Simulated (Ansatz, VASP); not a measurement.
## Two plane-wave programs on Ru2C

```
CELL_PARAMETERS angstrom
4.07628 0.00000 0.00000
-2.03814 3.53017 0.00000
0.00000 0.00000 2.63660
ATOMIC_POSITIONS crystal
Ru 0.33333 0.66667 0.50000
Ru 0.66667 0.33333 0.50000
C 0.00000 0.00000 0.00000
```

Alike in both runs: functional PBE; k mesh 12 × 12 × 18; occupations gaussian, width 0.1 eV; no spin polarisation.

Ansatz relaxed the structure, and its values are those at the end. VASP's run is a single point on that final structure, the one shown.

|  | VASP | Ansatz |
| --- | --- | --- |
| version | VASP 6.6.1 | Ansatz 0.2.0 |
| potentials or method | VASP PAW PBE potentials, release 64 (Ru_pv, C), cutoff 520 eV | scalar-relativistic, plane waves, PAW |
| valence electrons in the cell | 32 | 36 |

Ansatz gave:

- gap on the k mesh at the Fermi level (eV): none
- pressure (GPa): 0.0

What did VASP give for the same quantities?

gap on the k mesh at the Fermi level (eV): none; pressure (GPa): 0.3.

A gap of «none» marks a metal or a gap that the smearing closes. VASP's potentials hold 32 valence electrons a cell and Ansatz's 36, so a difference there can come from the potentials and not from the codes.
